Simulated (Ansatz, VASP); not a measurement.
**Two plane-wave programs on Li2BrF**

POSCAR

```
Li2BrF
1.0
    3.5524599019      0.0000000000      0.0000000000
    0.0000000000      3.5524599019      0.0000000000
    0.0000000000      0.0000000000      4.8232899083
F Li Br
1 2 1
Direct
    0.0000000000      0.0000000000      0.0000000000
    0.0000000000      0.0000000000      0.5000000000
    0.5000000000      0.5000000000      0.0000000000
    0.5000000000      0.5000000000      0.5000000000
```

The input INCAR.step1:

```
ALGO     = Normal         # electronic algorithm
EDIFF    = 1E-5           # SCF threshold, eV
ENCUT    = 520            # plane-wave cutoff, eV
GGA      = PE             # functional
ISIF     = 2              # what is computed and relaxed
ISMEAR   = 0              # smearing method
LASPH    = T              # aspherical terms in the spheres
LCHARG   = F              # write CHGCAR
LREAL    = F              # projectors in reciprocal space
LWAVE    = T              # write WAVECAR
NBANDS   = 18             # bands
NELM     = 100            # most SCF steps
PREC     = Accurate       # precision mode
SIGMA    = 0.01           # smearing width, eV
```

The input INCAR.step2:

```
ALGO     = Normal         # electronic algorithm
EDIFF    = 1E-6           # SCF threshold, eV
ENCUT    = 520            # plane-wave cutoff, eV
GGA      = PE             # functional
HFSCREEN = 0.2079         # screening, 1/A
ISIF     = 2              # what is computed and relaxed
ISMEAR   = 0              # smearing method
ISTART   = 1            
LASPH    = T              # aspherical terms in the spheres
LCHARG   = F              # write CHGCAR
LHFCALC  = T              # exact exchange
LREAL    = F              # projectors in reciprocal space
LWAVE    = F              # write WAVECAR
NBANDS   = 18             # bands
NELM     = 100            # most SCF steps
PREC     = Accurate       # precision mode
PRECFOCK = Normal       
SIGMA    = 0.01           # smearing width, eV
```

The input KPOINTS:

```
k-points
0
Gamma
  4 4 2
```

Input for Ansatz:

```yaml
crystal:
  lattice:
    - [3.5524599019, 0.0, 0.0]
    - [0.0, 3.5524599019, 0.0]
    - [0.0, 0.0, 4.8232899083]
  atoms:
    - { symbol: F, position: [0.0, 0.0, 0.0] }
    - { symbol: Li, position: [0.0, 0.0, 0.5] }
    - { symbol: Br, position: [0.5, 0.5, 0.5] }
    - { symbol: Li, position: [0.5, 0.5, 0.0] }
kpoints:
  mp_grid: { grid: [4, 4, 2] }
hamiltonian:
  xc: hse06
scf:
  occupations: { method: fixed }
  n_extra_bands: 5
output:
  forces: true
  stress: true
  eigenvalues: true
basis:
  ecutwfc: 500
```

Alike in both runs: task single point; functional HSE06; k mesh 4 × 4 × 2; no spin polarisation.

|  | VASP | Ansatz |
| --- | --- | --- |
| version | VASP 6.6.1 | Ansatz 0.2.0 |
| potentials or method | VASP PAW PBE potentials, release 64 (F, Li_sv, Br), cutoff 520 eV | plane waves |
| occupations | gaussian, width 0.01 eV | fixed |
| valence electrons in the cell | 20 | 20 |

Ansatz gave:

- gap on the k mesh at the Fermi level (eV): 6.79

Q: What did VASP give for the same quantities?

A: gap on the k mesh at the Fermi level (eV): 6.80.

Ansatz's warnings: stress exchange threshold loose, stress scf threshold loose.

The k mesh is coarse, so the values compare programs but aren't converged. Noted on VASP's run: the cutoff is under 1.25 times that of the potentials, so the pressure is a little rough.
